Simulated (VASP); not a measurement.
Input of a VASP 6.6.1 run:

INCAR

```
  PREC = Accurate
  ENCUT = 600
  EDIFF = 1E-6
  ISMEAR = 0
  SIGMA = 0.2
  LREAL = False
  LASPH = True
  NELM = 120
  ALGO = Normal
  ISIF = 2
  LWAVE = False
  LCHARG = False
  GGA = PE
  NBANDS = 23
  GGA_COMPAT = False
```

The input KPOINTS:

```
regular mesh
0
Gamma
  4 4 4
```

POSCAR

```
BeSe2
1.0
    0.0000000000      4.0031316600      4.0031316600
    4.0031316600      0.0000000000      4.0031316600
    4.0031316600      4.0031316600      0.0000000000
Be Se
2 4
Direct
    0.5000000000      0.5000000000      0.5000000000
    0.7500000000      0.7500000000      0.7500000000
    0.1250000000      0.1250000000      0.1250000000
    0.6250000000      0.1250000000      0.1250000000
    0.1250000000      0.6250000000      0.1250000000
    0.1250000000      0.1250000000      0.6250000000
```

Potentials or basis: VASP PAW PBE potentials, release 64 (Be, Se).

Run with:

```sh
$ cat potpaw_PBE.64/Be/POTCAR potpaw_PBE.64/Se/POTCAR > POTCAR
$ mpirun -np 1 vasp_std > vasp.out
```

(1) Estimate the pressure.

(2) What does it give for the band gap on the k mesh?

## Answers

(1) 0.6 GPa.

(2) zero (bands 14 and 15 overlap by 0.37 eV).

Caveat: semilocal functionals underestimate gaps, so a narrow gap can read as zero.
